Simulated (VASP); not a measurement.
# PtSe2 (P-3m1) in VASP: single point with PBE

Aim: the single point of PtSe2 with PBE.

All numbers are computed with VASP 6.6.1; they aren't measurements. Logs are shortened: lines on timing, memory, paths and dates and some standing lists are left out, and cuts for length are marked.

## 1. The cell of the first run

The structure is trigonal, space group P-3m1 (No. 164). Conventional cell: a = 3.795 Å, b = 3.795 Å, c = 4.922 Å, α = 90.00°, β = 90.00°, γ = 120.00°. Within 3.3 Å of Pt (site symmetry -3m) lie 6 Se at 2.51 Å. Within 3.3 Å of Se (site symmetry 3m) lie 3 Pt at 2.51 Å and 6 Se at 3.30 Å.

## 2. Single point, PBE

Input file POSCAR:

```
PtSe2
1.0
    1.8975410000      3.2866350000      0.0000000000
   -1.8975410000      3.2866350000      0.0000000000
    0.0000000000      0.0000000000      4.9222490000
Pt Se
1 2
Direct
    0.0000000000      0.0000000000      0.0000000000
    0.3333300000      0.3333400000      0.2500000000
    0.6666700000      0.6666600000      0.7500000000
```

Input file INCAR.step1:

```
SYSTEM = PtSe2
  PREC = Accurate
  ENCUT = 520
  EDIFF = 1E-7
  ISMEAR = -1
  SIGMA = 0.0175
  LREAL = .False.
  LASPH = .True.
  NELM = 80
  ALGO = Normal
  ISIF = 2
  LWAVE = .False.
  LCHARG = .True.
  LMAXMIX = 4
  GGA = PE
  NBANDS = 18
```

Input file KPOINTS.step1:

```
Automatic mesh
0
Gamma
  10 10 7
  0 0 0
```

Input file INCAR.step2:

```
SYSTEM = PtSe2
  PREC = Accurate
  ENCUT = 520
  EDIFF = 1E-7
  ISMEAR = -5
  SIGMA = 0.0175
  LREAL = .False.
  LASPH = .True.
  NELM = 80
  ALGO = Normal
  ISIF = 2
  LWAVE = .False.
  LCHARG = .False.
  LMAXMIX = 4
  GGA = PE
  LORBIT = 11
  NBANDS = 18
  NEDOS = 1001
  ICHARG = 11
```

Input file KPOINTS.step2:

```
Automatic mesh
0
Gamma
  15 15 11
  0 0 0
```

Potentials or basis: VASP PAW PBE potentials, release 64 (Pt, Se).

Command:

```
$ cat potpaw_PBE.64/Pt/POTCAR potpaw_PBE.64/Se/POTCAR > POTCAR
$ cp INCAR.step1 INCAR
$ cp KPOINTS.step1 KPOINTS
$ mpirun -np 1 vasp_std > vasp.out
$ cp INCAR.step2 INCAR
$ cp KPOINTS.step2 KPOINTS
$ mpirun -np 1 vasp_std > vasp.out
```

OUTCAR:

```text
SYSTEM = PtSe2
   PREC = Accurate
   ENCUT = 520
   EDIFF = 1E-7
   ISMEAR = -5
   LREAL = .False.
   LASPH = .True.
   NELM = 80
   ISIF = 2
   GGA = PE
   LORBIT = 11
   ICHARG = 11

 ion  position               nearest neighbor table
   1  0.000  0.000  0.000-   3 2.51   2 2.51   3 2.51   2 2.51   3 2.51   2 2.51
   2  0.333  0.333  0.250-   1 2.51   1 2.51   1 2.51
   3  0.667  0.667  0.750-   1 2.51   1 2.51   1 2.51

  LATTYP: Found a hexagonal cell.
 ALAT       =     3.7950799030
 C/A-ratio  =     1.2970080014

  Lattice vectors:

 A1 = (   1.8975410000,  -3.2866350000,   0.0000000000)
 A2 = (   1.8975410000,   3.2866350000,   0.0000000000)
 A3 = (   0.0000000000,   0.0000000000,   4.9222490000)

Analysis of symmetry for initial positions (statically):
=====================================================================
 Subroutine PRICEL returns:
 Original cell was already a primitive cell.

 Routine SETGRP: Setting up the symmetry group for a
 hexagonal supercell.

 Subroutine GETGRP returns: Found  4 space group operations
 (whereof  4 operations were pure point group operations)
 out of a pool of 24 trial point group operations.

The static configuration has the point symmetry C_2h.

Analysis of symmetry for dynamics (positions and initial velocities):
=====================================================================
 Subroutine PRICEL returns:
 Original cell was already a primitive cell.

 Routine SETGRP: Setting up the symmetry group for a
 hexagonal supercell.

 Subroutine GETGRP returns: Found  4 space group operations
 (whereof  4 operations were pure point group operations)
 out of a pool of 24 trial point group operations.

The dynamic configuration has the point symmetry C_2h.

 Subroutine INISYM returns: Found  4 space group operations
 (whereof  4 operations are pure point group operations),
 and found     1 'primitive' translations

----------------------------------------------------------------------------------------

                                     Primitive cell

  volume of cell :      61.3955

  direct lattice vectors                    reciprocal lattice vectors
     1.897541000  3.286635000  0.000000000     0.263498918  0.152131283  0.000000000
    -1.897541000  3.286635000  0.000000000    -0.263498918  0.152131283  0.000000000
[... 95 lines left out ...]
   ISIF   =      2    stress and relaxation
   ISYM   =      2    0-nonsym 1-usesym 2-fastsym
   POTIM  = 0.5000    time-step for ionic-motion
   TEBEG  =    0.0;   TEEND  =   0.0 temperature during run
   PSTRESS=    0.0 pullay stress
   NELECT =      22.0000    total number of electrons
   NUPDOWN=      -1.0000    fix difference up-down
   EMIN   =  10.00;   EMAX   =-10.00  energy-range for DOS
   EFERMI =   0.00;   METHOD = LEGACY
   ISMEAR =    -5;   SIGMA  =   0.02  broadening in eV -4-tet -1-fermi 0-gaus
   EFERMI_NEDOS =   21; number of points for ismear=-14 and -15
   IALGO  =     38    algorithm
   IMIX   =      4    mixing-type and parameters
     AMIX     =   0.40;   BMIX     =  1.00
     AMIX_MAG =   1.60;   BMIX_MAG =  1.00
  volume/ion in A,a.u.               =      20.47       138.11
  Fermi-wavevector in a.u.,A,eV,Ry     =   1.162796  2.197366 18.396373  1.352095
  Thomas-Fermi vector in A             =   2.299353
   LORBIT       =     11    0 simple, 1 ext, 2 COOP (PROOUT), +10 PAW based schemes
   GGA     = PE    functional components
   LHFCALC =     F    Hartree Fock is set to
   AEXX    =    0.0000 exact exchange contribution
   IVDW    =     0    specifies the selected vdW correction
   LEPSILON=     F    determine dielectric tensor
   LRPA    =     F    only Hartree local field effects (RPA)
 non-spin polarized calculation
 Fermi weights with tetrahedron method with Bloechl corrections
  energy-cutoff  :      520.00
  volume of cell :       61.40
 maximum number of plane-waves:      1666

 number of electron      22.0000000 magnetization

 Free energy of the ion-electron system (eV)
  ---------------------------------------------------
  ext. energy  EPLUGINS =         0.00000000
  ---------------------------------------------------
  free energy    TOTEN  =       -14.21218222 eV

  energy without entropy =      -14.21218222  energy(sigma->0) =      -14.21218222

 E-fermi :   6.4528     XC(G=0): -10.6029

 val. band max:        6.5464092915   @ k =   0.1333   0.1333   0.1818
 cond. band min:       6.4014276668   @ k =  -0.3333   0.3333   0.0000
 fundamental gap:     -0.1449816247
 Fermi energy:         6.4528167326

 k-point     1 :       0.0000    0.0000    0.0000
  band No.  band energies     occupation
      1      -9.2385      2.00000
      2      -6.3056      2.00000
      3      -0.5922      2.00000
      4      -0.0591      2.00000
      5      -0.0591      2.00000
      6       2.4736      2.00000
[... 481 lines left out ...]
      5       0.7799      2.00000
      6       1.0586      2.00000
[... 10 lines left out ...]
     17      14.4162      0.00000
     18      14.9315      0.00000

 [... further k-points ...]

------------------------ aborting loop because EDIFF is reached ----------------------------------------

  FORCE on cell =-STRESS in cart. coord.  units (eV):
  Direction    XX          YY          ZZ          XY          YZ          ZX
  --------------------------------------------------------------------------------------
  -------------------------------------------------------------------------------------
  Total        1.4372930      1.4391389      1.8981969      0.0016004     -0.0005332      0.0009236
  in kB       37.5076351     37.5558055     49.5353940      0.0417646     -0.0139153      0.0241026
  external PRESSURE =      41.5329449 kB  Pullay stress =       0.0000000 kB

 VOLUME and BASIS-vectors are now :
 -----------------------------------------------------------------------------
  energy-cutoff  :      520.00
  volume of cell :       61.40
      direct lattice vectors                 reciprocal lattice vectors
     1.897541000  3.286635000  0.000000000     0.263498918  0.152131283  0.000000000
    -1.897541000  3.286635000  0.000000000    -0.263498918  0.152131283  0.000000000
     0.000000000  0.000000000  4.922249000     0.000000000  0.000000000  0.203159166

 POSITION                                       TOTAL-FORCE (eV/Angst)
 -----------------------------------------------------------------------------------
      0.00000      0.00000      0.00000        -0.000000     -0.000000      0.000000
     -0.00002      2.19110      1.23056        -0.000729      0.000421      0.501868
      0.00002      4.38217      3.69169         0.000729     -0.000421     -0.501868
 -----------------------------------------------------------------------------------
    total drift:                                0.000000     -0.000000      0.000000

  FREE ENERGIE OF THE ION-ELECTRON SYSTEM (eV)
  ---------------------------------------------------
  free  energy   TOTEN  =       -14.2121822208 eV

  energy  without entropy=      -14.2121822208  energy(sigma->0) =      -14.21218222

 total charge

# of ion       s       p       d       tot
------------------------------------------
    1        0.679   0.696   8.022   9.398
    2        1.486   2.229   0.069   3.784
    3        1.486   2.229   0.069   3.784
--------------------------------------------------
tot          3.651   5.155   8.159  16.966
```

OSZICAR.step1:

```text
N       E                     dE             d eps       ncg     rms          rms(c)
DAV:   1     0.110226446615E+03    0.11023E+03   -0.10056E+04  7120   0.107E+03
DAV:   2    -0.978689857035E+01   -0.12001E+03   -0.11600E+03  8552   0.211E+02
DAV:   3    -0.149514737272E+02   -0.51646E+01   -0.51137E+01  8556   0.434E+01
DAV:   4    -0.149918988475E+02   -0.40425E-01   -0.40406E-01  8820   0.418E+00
DAV:   5    -0.149923150814E+02   -0.41623E-03   -0.41622E-03  8578   0.412E-01    0.127E+01
DAV:   6    -0.144428160054E+02    0.54950E+00   -0.44142E+00  7278   0.188E+01    0.790E+00
DAV:   7    -0.142354583958E+02    0.20736E+00   -0.81767E-01  7214   0.877E+00    0.388E+00
DAV:   8    -0.142171597193E+02    0.18299E-01   -0.49158E-02  7726   0.150E+00    0.821E-01
DAV:   9    -0.142144937124E+02    0.26660E-02   -0.76518E-03  7954   0.831E-01    0.162E-01
DAV:  10    -0.142146684040E+02   -0.17469E-03   -0.11220E-03  8102   0.215E-01    0.419E-02
DAV:  11    -0.142146687460E+02   -0.34200E-06   -0.34106E-05  9118   0.523E-02    0.238E-02
DAV:  12    -0.142146712125E+02   -0.24665E-05   -0.11501E-05  7654   0.215E-02    0.348E-03
DAV:  13    -0.142146715891E+02   -0.37655E-06   -0.50276E-07  8366   0.454E-03    0.104E-03
DAV:  14    -0.142146716687E+02   -0.79591E-07   -0.10725E-07  6836   0.235E-03
   1 F= -.14214672E+02 E0= -.14214352E+02  d E =-.639969E-03
```

Run time: 5.9 min. Hardware: 1 thread of Intel Xeon Platinum 8488C (Sapphire Rapids), shared host; peak memory 0.76 GiB.

Results:

```yaml
Valence_electrons_inside_the_program's_atomic_spheres: Pt 9.40; Se 3.78
```

Levels at points of the mesh, in eV from the Fermi level:
| k point | band 7 | band 8 | band 9 | band 10 | band 11 | band 12 | band 13 | band 14 | band 15 | band 16 |
| --- | --- | --- | --- | --- | --- | --- | --- | --- | --- | --- |
| (0.00, 0.00, 0.00) | -3.98 | -2.48 | -1.21 | -1.21 | 0.44 | 1.25 | 1.25 | 3.39 | 3.92 | 7.06 |

Caveat: spin-orbit coupling is left out, which moves the levels of the heavy elements.
